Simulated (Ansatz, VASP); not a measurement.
## SnO: VASP beside Ansatz

```xyz
4
Lattice="4.0881 0.0000 0.0000 0.0000 4.0881 0.0000 0.0000 0.0000 30.6344" Properties=species:S:1:pos:R:3 pbc="T T T"
Sn    4.0875    4.0875   14.2302
Sn    2.0434    2.0434   16.4042
O     4.0875    2.0434   15.3172
O     2.0434    4.0875   15.3172
```

Change from the starting cell: biaxial strain +0.070, atoms relaxed.

Alike in both runs: functional PBE; dispersion D3(BJ); k mesh 6 × 6 × 1; occupations gaussian, width 0.02 eV; no spin polarisation.

Ansatz relaxed the structure, and its values are those at the end. VASP's run is a single point on that final structure, the one shown.

|  | VASP | Ansatz |
| --- | --- | --- |
| version | VASP 6.6.1 | Ansatz 0.2.0 |
| potentials or method | VASP PAW PBE potentials, release 64 (Sn_d, O), cutoff 520 eV | scalar-relativistic, plane waves, PAW |
| valence electrons in the cell | 40 | 40 |

Ansatz gave:

| Property | Result |
| --- | --- |
| gap on the k mesh at the Fermi level (eV) | 2.19 |
| least direct gap on the mesh (eV) | 2.22 |
| rms of the force components (eV/Å) | 0.002 |

Task: What did VASP give for the same quantities?

Result: gap on the k mesh at the Fermi level (eV): 2.14; least direct gap on the mesh (eV): 2.17; rms of the force components (eV/Å): 0.022.

Ansatz's warnings: stress scf threshold loose, structure snapped to symmetry, xc potential rough in thin density.
